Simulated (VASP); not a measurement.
# Al15CoN16 (a cell with a defect) in VASP: settings compared

Al15CoN16 (a cell with a defect) is run at these levels: PBEsol, HSE06; tasks: single point.

Everything below comes from runs of VASP 6.6.1. Logs are shortened: lines on timing, memory, paths and dates and some standing lists are left out, and cuts for length are marked.

## (1) The cell of the first run

The cell holds a defect, 32 atoms: a = 6.220 Å, b = 6.220 Å, c = 9.960 Å, α = 90.00°, β = 90.00°, γ = 120.00°.

## (2) Single point, PBEsol, collinear spin, zero start

Input file INCAR:

```
PREC = Accurate ; ENCUT = 450
EDIFF = 1E-5 ; ISMEAR = 0
SIGMA = 0.03 ; LREAL = Auto
LASPH = True ; NELM = 120
ALGO = Normal ; ISIF = 2
LWAVE = False ; LCHARG = False
ISPIN = 2 ; MAGMOM = 0 0 0 0 0 0 0 0 0 0 0 0 0 0 0 0 0 0 0 0 0 0 0 0 0 0 0 0 0 0 0 0
LORBIT = 11 ; NUPDOWN = 0
LMAXMIX = 4 ; GGA = PS
ISYM = 0 ; KPAR = 4
```

Input file KPOINTS:

```
Automatic mesh
0
Gamma
  3 3 2
```

Input file POSCAR:

```
Al15CoN16                               
1.0
    6.2200008610      0.0000000000      0.0000000000
   -3.1100004305      5.3866787572      0.0000000000
    0.0000000000      0.0000000000      9.9600000000
  Co              Al              N             
     1    15    16
Direct
     0.3341517704270011    0.1675337091565167    0.9986268575881685
     0.3333084205418342    0.1669409530537067    0.5008806357173993
     0.3379363147255389    0.6693135799170372    0.0024218680270976
     0.3339510972662337    0.6672380686215328    0.5003196588738066
     0.8339641960547760    0.1667853494807151    0.0019484193520286
     0.8339330870549705    0.1673855103684704    0.5003312334834322
     0.8342314921492290    0.6683784441478363    0.0017895668474089
     0.8342520243798512    0.6671848218070588    0.5001564605361865
     0.1648748101367810    0.3340946711668045    0.2496547545218947
     0.1686994961582306    0.3349962916813758    0.7516404109015153
     0.1653376916738098    0.8314039225744122    0.2493641839637951
     0.1685412995839319    0.8349688506858706    0.7515779124570001
     0.6649173311513612    0.3330972424968844    0.2489071407626827
     0.6687183504741792    0.3347287670578568    0.7509344471382082
     0.6671729768200897    0.8339379434412779    0.2516722080886704
     0.6680690483235984    0.8345314823067134    0.7506633865152035
     0.3277874094302373    0.1642741506264317    0.1902472888702413
     0.3346878730759592    0.1679867412414150    0.6920537909661256
     0.3347035766419281    0.6674185241787787    0.1926567685859928
     0.3345814263270291    0.6680694082177884    0.6914421200053485
     0.8317354611161482    0.1666423547430849    0.1923599254042243
     0.8352970110464106    0.1678571964727196    0.6913888731629833
     0.8320939939190466    0.6662934967801724    0.1922666274869010
     0.8352132861333771    0.6681279868546343    0.6912178275518631
     0.1672672189404861    0.3336686468383359    0.4409577166814423
     0.1670038057008919    0.3386334583756991    0.9435241307608662
     0.1676393802437668    0.8342918830474004    0.4406750349526277
     0.1672322010233522    0.8292054602514415    0.9432608251694683
     0.6656548040765845    0.3331267747808290    0.4404918619409739
     0.6756944291200940    0.3383775572267105    0.9404437720353233
     0.6674764723178163    0.8339956720128683    0.4421431643083005
     0.6693722439654421    0.8350950803876006    0.9415631273428269
```

Potentials or basis: VASP PAW PBE potentials, release 64 (Co, Al, N).

Command:

```
$ cat potpaw_PBE.64/Co/POTCAR potpaw_PBE.64/Al/POTCAR potpaw_PBE.64/N/POTCAR > POTCAR
$ mpirun -np 4 vasp_std > vasp.out
```

OUTCAR:

```text
PREC = Accurate
   ENCUT = 450
   EDIFF = 1E-5
   ISMEAR = 0
   LREAL = Auto
   LASPH = True
   NELM = 120
   ISIF = 2
   ISPIN = 2
   LORBIT = 11
   NUPDOWN = 0
   GGA = PS
   ISYM = 0

 ion  position               nearest neighbor table
   1  0.334  0.168  0.999-  26 1.90  28 1.90  17 1.91  30 1.93  12 3.04  10 3.04  14 3.06  13 3.06
                            11 3.08   9 3.09   7 3.11   5 3.11   3 3.11   3 3.11   5 3.11   7 3.11
   2  0.333  0.167  0.501-  29 1.89  25 1.89  27 1.89  18 1.90  12 3.07  10 3.07  14 3.08  13 3.08
                             9 3.09  11 3.09   8 3.11   6 3.11   4 3.11   4 3.11   6 3.11   8 3.11
   3  0.338  0.669  0.002-  26 1.88  28 1.88  32 1.89  19 1.89  11 3.05  15 3.05   9 3.05  16 3.07
                            10 3.08  12 3.08   5 3.09   7 3.09   1 3.11   1 3.11   7 3.13   5 3.13
   4  0.334  0.667  0.500-  31 1.89  27 1.89  25 1.89  20 1.90  15 3.06   9 3.07  16 3.08  11 3.08
                            10 3.08  12 3.08   8 3.11   6 3.11   2 3.11   2 3.11   6 3.11   8 3.11
   5  0.834  0.167  0.002-  30 1.88  32 1.89  26 1.89  21 1.90   9 3.04  13 3.05  15 3.07  10 3.08
                            16 3.08  14 3.08   3 3.09   7 3.10   1 3.11   1 3.11   7 3.12   3 3.13
   6  0.834  0.167  0.500-  31 1.89  25 1.89  29 1.90  22 1.90  15 3.06   9 3.07  16 3.07  14 3.07
                            10 3.08  13 3.09   2 3.11   8 3.11   4 3.11   4 3.11   8 3.11   2 3.11
   7  0.834  0.668  0.002-  30 1.88  32 1.88  28 1.89  23 1.90  11 3.04  13 3.05  15 3.07  12 3.07
                            16 3.08  14 3.08   3 3.09   5 3.10   1 3.11   1 3.11   5 3.12   3 3.13
   8  0.834  0.667  0.500-  31 1.89  27 1.89  29 1.90  24 1.90  15 3.06  11 3.07  14 3.07  16 3.07
                            13 3.08  12 3.08   2 3.11   6 3.11   4 3.11   4 3.11   6 3.11   2 3.11
   9  0.165  0.334  0.250-  21 1.88  19 1.88  17 1.89  25 1.91   5 3.04   3 3.05   6 3.07   4 3.07
[... 17 lines left out ...]
  19  0.335  0.667  0.193-  11 1.88   9 1.88  15 1.88   3 1.89
  20  0.335  0.668  0.691-  16 1.89  12 1.89  10 1.89   4 1.90
  21  0.832  0.167  0.192-  13 1.88   9 1.88  15 1.89   5 1.90
  22  0.835  0.168  0.691-  16 1.89  14 1.89  10 1.89   6 1.90
[... 8 lines left out ...]
  31  0.667  0.834  0.442-   6 1.89   8 1.89   4 1.89  15 1.90
  32  0.669  0.835  0.942-   7 1.88   5 1.89   3 1.89  16 1.90

IMPORTANT INFORMATION: All symmetrisations will be switched off!
NOSYMM: (Re-)initialisation of all symmetry stuff for point group C_1.

----------------------------------------------------------------------------------------

                                     Primitive cell

  volume of cell :     333.7113

  direct lattice vectors                    reciprocal lattice vectors
     6.220000861  0.000000000  0.000000000     0.160771682  0.092821574  0.000000000
    -3.110000430  5.386678757  0.000000000     0.000000000  0.185643148  0.000000000
     0.000000000  0.000000000  9.960000000     0.000000000  0.000000000  0.100401606

  length of vectors
     6.220000861  6.220000861  9.960000000     0.185643148  0.185643148  0.100401606

  position of ions in fractional coordinates (direct lattice)
     0.334151770  0.167533709  0.998626858
     0.333308421  0.166940953  0.500880636
     0.337936315  0.669313580  0.002421868
     0.333951097  0.667238069  0.500319659
     0.833964196  0.166785349  0.001948419
     0.833933087  0.167385510  0.500331233
[... 24 lines left out ...]
     0.667476472  0.833995672  0.442143164
     0.669372244  0.835095080  0.941563127

  ion indices of the primitive-cell ions
   primitive index   ion index
                 1           1
                 2           2
                 3           3
                 4           4
                 5           5
                 6           6
[... 24 lines left out ...]
                31          31
                32          32

----------------------------------------------------------------------------------------

 KPOINTS: Automatic mesh

Automatic generation of k-mesh.
 Grid dimensions read from file:
 generate k-points for:    3    3    2

 Generating k-lattice:

  Cartesian coordinates                     Fractional coordinates (reciprocal lattice)
     0.053590561  0.030940525  0.000000000     0.333333333 -0.000000000  0.000000000
     0.000000000  0.061881049  0.000000000     0.000000000  0.333333333  0.000000000
     0.000000000  0.000000000  0.050200803     0.000000000  0.000000000  0.500000000

  Length of vectors
     0.061881049  0.061881049  0.050200803

  Shift w.r.t. Gamma in fractional coordinates (k-lattice)
     0.000000000  0.000000000  0.000000000
[... 26 lines left out ...]
 SYSTEM =  unknown system
   PREC   = accura    normal or accurate (medium, high low for compatibility)
   ISTART =      0    job   : 0-new  1-cont  2-samecut
   ICHARG =      2    charge: 1-file 2-atom 10-const
   ISPIN  =      2    spin polarized calculation?
   LNONCOLLINEAR =      F non collinear calculations
   LSORBIT =      F    spin-orbit coupling
   LASPH  =      T    aspherical Exc in radial PAW
   ENCUT  =  450.0 eV  33.07 Ry    5.75 a.u.  10.76 10.76 17.23*2*pi/ulx,y,z
   NELM   =    120;   NELMIN=  2; NELMDL= -5     # of ELM steps
   EDIFF  = 0.1E-04   stopping-criterion for ELM
   LREAL  =      T    real-space projection
   EDIFFG = 0.1E-03   stopping-criterion for IOM
   NSW    =      0    number of steps for IOM
   IBRION =     -1    ionic relax: 0-MD 1-quasi-New 2-CG
   NFREE  =      0    steps in history (QN), initial steepest desc. (CG)
   ISIF   =      2    stress and relaxation
   ISYM   =      0    0-nonsym 1-usesym 2-fastsym
   POTIM  = 0.5000    time-step for ionic-motion
   TEBEG  =    0.0;   TEEND  =   0.0 temperature during run
   PSTRESS=    0.0 pullay stress
   NELECT =     134.0000    total number of electrons
   NUPDOWN=       0.0000    fix difference up-down
   EMIN   =  10.00;   EMAX   =-10.00  energy-range for DOS
   EFERMI =   0.00;   METHOD = LEGACY
   ISMEAR =     0;   SIGMA  =   0.03  broadening in eV -4-tet -1-fermi 0-gaus
   EFERMI_NEDOS =   21; number of points for ismear=-14 and -15
   IALGO  =     38    algorithm
   IMIX   =      4    mixing-type and parameters
     AMIX     =   0.40;   BMIX     =  1.00
     AMIX_MAG =   1.60;   BMIX_MAG =  1.00
  volume/ion in A,a.u.               =      10.43        70.37
  Fermi-wavevector in a.u.,A,eV,Ry     =   1.207775  2.282364 19.847107  1.458721
  Thomas-Fermi vector in A             =   2.343403
   LORBIT       =     11    0 simple, 1 ext, 2 COOP (PROOUT), +10 PAW based schemes
   GGA     = PS    functional components
   LHFCALC =     F    Hartree Fock is set to
   AEXX    =    0.0000 exact exchange contribution
   IVDW    =     0    specifies the selected vdW correction
   LEPSILON=     F    determine dielectric tensor
   LRPA    =     F    only Hartree local field effects (RPA)
 spin polarized calculation
 Gauss-broadening in eV      SIGMA  =   0.03
  energy-cutoff  :      450.00
  volume of cell :      333.71
 maximum number of plane-waves:      7283
 NGX is ok and might be reduce to    48
   NGX = 21   NGY = 21   NGZ = 35

 number of electron     133.9999986 magnetization      -0.0000000

 number of electron     133.9999986 magnetization       0.0000000

 Free energy of the ion-electron system (eV)
  ---------------------------------------------------
  ext. energy  EPLUGINS =         0.00000000
  ---------------------------------------------------
  free energy    TOTEN  =      -248.65563040 eV

  energy without entropy =     -248.65421984  energy(sigma->0) =     -248.65492512

 E-fermi :   7.8220     XC(G=0): -11.1759

 val. band max:        7.8019004912   @ k =   0.0000   0.0000   0.0000
 cond. band min:       7.8486690591   @ k =   0.3333   0.3333   0.0000
 fundamental gap:      0.0467685679
 Fermi energy:         7.8184625528

 spin component 1

 k-point     1 :       0.0000    0.0000    0.0000
  band No.  band energies     occupation
      1      -9.1321      1.00000
      2      -8.2653      1.00000
      3      -8.2147      1.00000
      4      -7.1763      1.00000
      5      -7.1672      1.00000
      6      -7.1441      1.00000
[... 809 lines left out ...]
     78      13.1480      0.00000
     79      13.1655      0.00000
 Fermi energy:         7.8220277655

 spin component 2

 k-point     1 :       0.0000    0.0000    0.0000
  band No.  band energies     occupation
      1      -9.1322      1.00000
      2      -8.2653      1.00000
      3      -8.2148      1.00000
      4      -7.1758      1.00000
      5      -7.1678      1.00000
      6      -7.1441      1.00000
[... 809 lines left out ...]
     78      13.1475      0.00000
     79      13.1658      0.00000
 [bands above 79 left out]

------------------------ aborting loop because EDIFF is reached ----------------------------------------

  FORCE on cell =-STRESS in cart. coord.  units (eV):
  Direction    XX          YY          ZZ          XY          YZ          ZX
  --------------------------------------------------------------------------------------
  -------------------------------------------------------------------------------------
  Total       -0.0603315      0.5354711     -1.6736546     -0.5550777      0.0242351      0.0113283
  in kB       -0.2896570      2.5708442     -8.0353639     -2.6649773      0.1163547      0.0543881
  external PRESSURE =      -1.9180589 kB  Pullay stress =       0.0000000 kB

 VOLUME and BASIS-vectors are now :
 -----------------------------------------------------------------------------
  energy-cutoff  :      450.00
  volume of cell :      333.71
      direct lattice vectors                 reciprocal lattice vectors
     6.220000861  0.000000000  0.000000000     0.160771682  0.092821574  0.000000000
    -3.110000430  5.386678757  0.000000000     0.000000000  0.185643148  0.000000000
     0.000000000  0.000000000  9.960000000     0.000000000  0.000000000  0.100401606

 POSITION                                       TOTAL-FORCE (eV/Angst)
 -----------------------------------------------------------------------------------
      1.55739      0.90245      9.94632         0.091450      0.049404     -0.078456
      1.55399      0.89926      4.98877         0.017438      0.013726     -0.037678
      0.02040      3.60538      0.02412         0.114634      0.064913      0.153373
      0.00207      3.59420      4.98318         0.021060      0.015754     -0.005056
      4.66856      0.89842      0.01941         0.040179     -0.126764      0.112482
      4.66650      0.90165      4.98330        -0.035417     -0.004852     -0.009180
[... 24 lines left out ...]
      1.55798      4.49247      4.40375         0.004772     -0.002097     -0.004117
      1.56635      4.49839      9.37797        -0.014735      0.001348     -0.046066
 -----------------------------------------------------------------------------------
    total drift:                               -0.005183      0.000622     -0.008846

  FREE ENERGIE OF THE ION-ELECTRON SYSTEM (eV)
  ---------------------------------------------------
  free  energy   TOTEN  =      -248.6556303955 eV

  energy  without entropy=     -248.6542198421  energy(sigma->0) =     -248.65492512

 total charge

# of ion       s       p       d       tot
------------------------------------------
    1        0.468   0.574   7.317   8.358
    2        0.369   0.443   0.000   0.812
    3        0.373   0.450   0.000   0.823
    4        0.369   0.442   0.000   0.811
    5        0.372   0.447   0.000   0.818
    6        0.369   0.442   0.000   0.811
[... 24 lines left out ...]
   31        1.223   2.617   0.000   3.841
   32        1.223   2.618   0.000   3.841
--------------------------------------------------
tot         25.638  48.778   7.317  81.733

 magnetization (x)

# of ion       s       p       d       tot
------------------------------------------
    1        0.000  -0.000   0.001   0.001
    2        0.000   0.000   0.000   0.000
    3       -0.000  -0.000   0.000  -0.000
    4        0.000  -0.000   0.000   0.000
    5       -0.001  -0.001   0.000  -0.002
    6        0.000  -0.000   0.000  -0.000
[... 24 lines left out ...]
   31        0.000   0.000   0.000   0.000
   32        0.000  -0.000   0.000  -0.000
--------------------------------------------------
tot          0.000  -0.001   0.001   0.000
```

It took 9 min on 4 MPI ranks of Intel Xeon 6975P-C (Granite Rapids), shared host; peak memory 0.72 GiB.

Results:

```yaml
Free_energy: -248.6556 eV
Largest_force: 0.443 eV/Å
Net_moment: 0.00 μB per cell
Valence_electrons_inside_the_program's_atomic_spheres: Co 8.36; Al 0.81, 0.82 (each value once); N 3.78, 3.83, 3.85, 3.84 (each value once)
```

Forces in eV/Å, atoms in the order of the input:
```
Co   0.091  0.049 -0.078
Al   0.017  0.014 -0.038
Al   0.115  0.065  0.153
Al   0.021  0.016 -0.005
Al   0.040 -0.127  0.112
Al  -0.035 -0.005 -0.009
Al  -0.085  0.082  0.126
Al  -0.036 -0.023  0.000
Al  -0.015  0.036 -0.060
Al  -0.076  0.007 -0.014
Al   0.007 -0.022 -0.035
Al  -0.023 -0.074 -0.025
Al  -0.068 -0.057  0.003
Al   0.014  0.017 -0.203
Al  -0.023 -0.006 -0.007
Al   0.031  0.003 -0.017
N    0.349  0.200  0.000
N    0.023  0.006  0.039
N   -0.035 -0.009  0.003
N    0.042  0.001 -0.003
N   -0.007  0.004 -0.036
N   -0.009 -0.001 -0.007
N    0.001 -0.020 -0.040
N   -0.015  0.009  0.008
N    0.004 -0.010  0.012
N   -0.033 -0.072 -0.165
N   -0.021  0.008  0.030
N   -0.087  0.013 -0.124
N    0.025  0.019  0.056
N   -0.205 -0.121  0.374
N    0.005 -0.002 -0.004
N   -0.015  0.001 -0.046
```

Caveat: the k points lie up to 0.39 Å⁻¹ apart; the cutoff is under 1.25 times the usual one of these potentials, so pressure, stress and relaxed cells hold a basis-set (Pulay) error; the PAW data sets were made with another functional, which shifts forces and pressure a little; the total moment is fixed, so each spin has its own Fermi level.

## (3) Single point, HSE06, collinear spin, zero start

POSCAR is that of step 2.

Input file INCAR.step1:

```
PREC = Accurate ; ENCUT = 450
EDIFF = 1E-5 ; ISMEAR = 0
SIGMA = 0.03 ; LREAL = Auto
LASPH = True ; NELM = 70
ALGO = Normal ; ISIF = 2
LWAVE = True ; ISPIN = 2
MAGMOM = 0 0 0 0 0 0 0 0 0 0 0 0 0 0 0 0 0 0 0 0 0 0 0 0 0 0 0 0 0 0 0 0 ; LORBIT = 11
NUPDOWN = 0 ; LMAXMIX = 4
ISYM = -1 ; TIME = 0.4
NKRED = 2 ; GGA = PE
KPAR = 2
```

Input file INCAR.step2:

```
PREC = Accurate ; ENCUT = 450
EDIFF = 1E-4 ; ISMEAR = 0
SIGMA = 0.03 ; LREAL = Auto
LASPH = True ; NELM = 70
ALGO = Damped ; ISIF = 2
LWAVE = False ; LCHARG = False
ISPIN = 2 ; MAGMOM = 0 0 0 0 0 0 0 0 0 0 0 0 0 0 0 0 0 0 0 0 0 0 0 0 0 0 0 0 0 0 0 0
LORBIT = 11 ; NUPDOWN = 0
LMAXMIX = 4 ; GGA = PE
LHFCALC = True ; HFSCREEN = 0.2
PRECFOCK = Fast ; ISYM = -1
TIME = 0.4 ; NKRED = 2
ISTART = 1 ; KPAR = 2
```

Input file KPOINTS:

```
Automatic mesh
0
Gamma
  2 2 2
```

Potentials or basis: VASP PAW PBE potentials, release 64 (Co, Al, N).

Command:

```
$ cat potpaw_PBE.64/Co/POTCAR potpaw_PBE.64/Al/POTCAR potpaw_PBE.64/N/POTCAR > POTCAR
$ cp INCAR.step1 INCAR
$ mpirun -np 4 vasp_std > vasp.out
$ cp INCAR.step2 INCAR
$ mpirun -np 4 vasp_std > vasp.out
```

Wall time 12 min (4 MPI ranks of Intel Xeon 6975P-C (Granite Rapids), shared host); peak memory 0.75 GiB.

Results (log left out):

* Free energy: -281.2254 eV
* Largest force: 0.456 eV/Å
* Net moment: 0.00 μB per cell
* Valence electrons inside the program's atomic spheres: Co 8.33; Al 0.88, 0.89, 0.87 (each value once); N 3.81, 3.86, 3.87 (each value once)

Forces in eV/Å, atoms in the order of the input:
```
Co   0.099  0.053 -0.315
Al   0.010  0.010 -0.105
Al   0.123  0.069  0.213
Al  -0.004  0.002  0.001
Al   0.041 -0.104  0.155
Al  -0.026  0.018 -0.005
Al  -0.065  0.071  0.168
Al  -0.012 -0.026  0.006
Al   0.097 -0.050  0.046
Al  -0.124  0.044 -0.135
Al  -0.013  0.118  0.073
Al  -0.013 -0.135 -0.144
Al  -0.149 -0.105  0.101
Al   0.079  0.055 -0.245
Al  -0.020 -0.005  0.056
Al   0.031  0.004 -0.093
N    0.274  0.158  0.328
N    0.017  0.002  0.097
N   -0.029 -0.003 -0.069
N    0.054  0.006  0.035
N   -0.009 -0.002 -0.101
N   -0.009 -0.015  0.021
N   -0.005 -0.021 -0.104
N   -0.026  0.017  0.037
N   -0.035  0.017  0.029
N    0.003 -0.134 -0.180
N   -0.018 -0.040  0.048
N   -0.125  0.075 -0.138
N    0.047  0.033  0.062
N   -0.182 -0.108  0.217
N    0.004 -0.003 -0.040
N   -0.015  0.001 -0.019
```

Caveat: the k points lie up to 0.58 Å⁻¹ apart; the cutoff is under 1.25 times the usual one of these potentials, so pressure, stress and relaxed cells hold a basis-set (Pulay) error; the PAW data sets were made with another functional, which shifts forces and pressure a little; the total moment is fixed, so each spin has its own Fermi level.
